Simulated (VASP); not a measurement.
A run of VASP 6.6.1:

The input INCAR:

```
SYSTEM = TlPt
  ALGO = Fast
  EDIFF = 1E-6
  ENCUT = 520
  GGA = PE
  ISIF = 2
  ISMEAR = 0
  LASPH = .True.
  LCHARG = .False.
  LREAL = .False.
  LWAVE = .False.
  NBANDS = 44
  NELM = 100
  PREC = Accurate
  SIGMA = 0.1
```

The input KPOINTS:

```
k-points
0
Gamma
  6 6 10
  0 0 0
```

Contents of POSCAR:

```
TlPt
1.0
    6.6351855413      0.0000000000      0.0000000000
   -3.3175927707      5.7462392376      0.0000000000
    0.0000000000      0.0000000000      3.9409249330
Tl Pt
3 3
Direct
    0.5000000000      0.0000000000      0.0000000000
    0.5000000000      0.5000000000      0.0000000000
    0.0000000000      0.5000000000      0.0000000000
    0.0000000000      0.0000000000      0.0000000000
    0.3333333334      0.6666666666      0.5000000000
    0.6666666666      0.3333333334      0.5000000000
```

Potentials or basis: VASP PAW PBE potentials, release 64 (Tl_d, Pt).

Run with:

```bash
$ cat potpaw_PBE.64/Tl_d/POTCAR potpaw_PBE.64/Pt/POTCAR > POTCAR
$ mpirun -np 1 vasp_std > vasp.out
```

Hardware: 1 thread of Intel(R) Xeon(R) 6975P-C (Granite Rapids) (shared host).

Task: How long does it take, and how much memory?

Result: Wall time 2.4 min on 1 thread of Intel(R) Xeon(R) 6975P-C (Granite Rapids) (shared host), peak memory 0.4 GiB. Counts: scf iterations 14, k points 42.
